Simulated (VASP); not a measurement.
Write the native input for VASP 6.6.1 that does the following.

```yaml
Task: single point
Functional: PBE
Potentials_or_basis: VASP PAW PBE potentials, release 64 (V_sv, Si)
Cutoff: 520 eV
k_mesh: 2 × 2 × 2, shifted
Occupations: gaussian, width 0.02 eV
Spin: collinear spin, ferromagnetic start
Dipole_correction: no
Further_INCAR_settings: LREAL = Auto; ALGO = Normal; EDIFF = 1e-06; NBANDS = 104
```

The structure of VSi35 (a cell with a defect) lies in POSCAR:

```
VSi35
1.0
   -5.7769209523      3.3353068668     -6.3650227274
    5.7769209522      3.3353068669     -6.3650227274
    0.0000000001     -6.6706137337     -6.3650227274
V Si
1 35
Direct
    0.4231054368      0.0887042916      0.4228436480
    0.7564556290      0.0900332156      0.0897245329
    0.0899457714      0.4234314136      0.4231574337
    0.7569841773      0.7562946696      0.4232182619
    0.4234788936      0.4234320537      0.0897070651
    0.0900048886      0.0900272812      0.7561569230
    0.7568925453      0.4233699107      0.7566020533
    0.0901092105      0.7571535426      0.0898155995
    0.4235409313      0.7562321123      0.7566993709
    0.0325459547      0.0341099209      0.3673284624
    0.3675971698      0.0341175134      0.0322301935
    0.7032966520      0.3698978610      0.3673935602
    0.3677895504      0.6987228223      0.3675095374
    0.0345500951      0.3678771803      0.0342606785
    0.7029492466      0.0348700077      0.7026514044
    0.3676693807      0.3698773936      0.7030138887
    0.7013588080      0.7011737228      0.0341500396
    0.0344392512      0.7011622131      0.7010353538
    0.2956138192      0.9620531284      0.2952801585
    0.6317535640      0.9655138432      0.9659039006
    0.9664339214      0.2985243445      0.2985651905
    0.6320512519      0.6331327062      0.2984215947
    0.2988876146      0.2985362772      0.9661647126
    0.9661840976      0.9654856879      0.6314930678
    0.6319377747      0.2991648993      0.6316650607
    0.9655674142      0.6322150327      0.9652320379
    0.2987106480      0.6331155610      0.6317626325
    0.9083586816      0.9096626187      0.2427997728
    0.2431193621      0.9096325287      0.9080513909
    0.5810058478      0.2479164593      0.2408465164
    0.2429031336      0.5753250617      0.2426240319
    0.9100362008      0.2429278221      0.9097499353
    0.5814726639      0.9067574795      0.5811988234
    0.2410941339      0.2479448087      0.5806929403
    0.5765440148      0.5764403757      0.9098135602
    0.9101032634      0.5764293456      0.5762172749
```

The input as run:

INCAR

```
SYSTEM = VSi35
  PREC = Accurate
  ENCUT = 520
  EDIFF = 1E-6
  ISMEAR = 0
  SIGMA = 0.02
  LREAL = Auto
  LASPH = .TRUE.
  NELM = 150
  ALGO = Normal
  ISIF = 2
  LWAVE = .FALSE.
  LCHARG = .FALSE.
  ISPIN = 2
  MAGMOM = 2 0 0 0 0 0 0 0 0 0 0 0 0 0 0 0 0 0 0 0 0 0 0 0 0 0 0 0 0 0 0 0 0 0 0 0
  LORBIT = 11
  LMAXMIX = 4
  GGA = PE
  NBANDS = 104
  LUSENCCL = .FALSE.
```

KPOINTS

```
Automatic mesh
0
Gamma
  2 2 2
  0.5 0.5 0.5
```

Potentials or basis: VASP PAW PBE potentials, release 64 (V_sv, Si).

The run is started by

```bash
$ cat potpaw_PBE.64/V_sv/POTCAR potpaw_PBE.64/Si/POTCAR > POTCAR
$ mpirun -np 1 vasp_std > vasp.out
```

Results of the run:

```yaml
Pressure: 0.6 GPa
Largest_force: 0.014 eV/Å
Band_gap_on_the_k_mesh: 0.01 eV
Net_moment: 1.00 μB per cell
Site_moments: V +1.09; Si -0.00, +0.00, -0.03, -0.01 (each value once) μB
Valence_electrons_inside_the_program's_atomic_spheres: V 11.52; Si 1.68, 1.72, 1.67 (each value once)
```

Run time: 110 s on 1 × NVIDIA H100 80GB with 1 thread of AMD EPYC 7R13 Processor (Zen 3), on a shared host, peak memory 1.8 GiB.
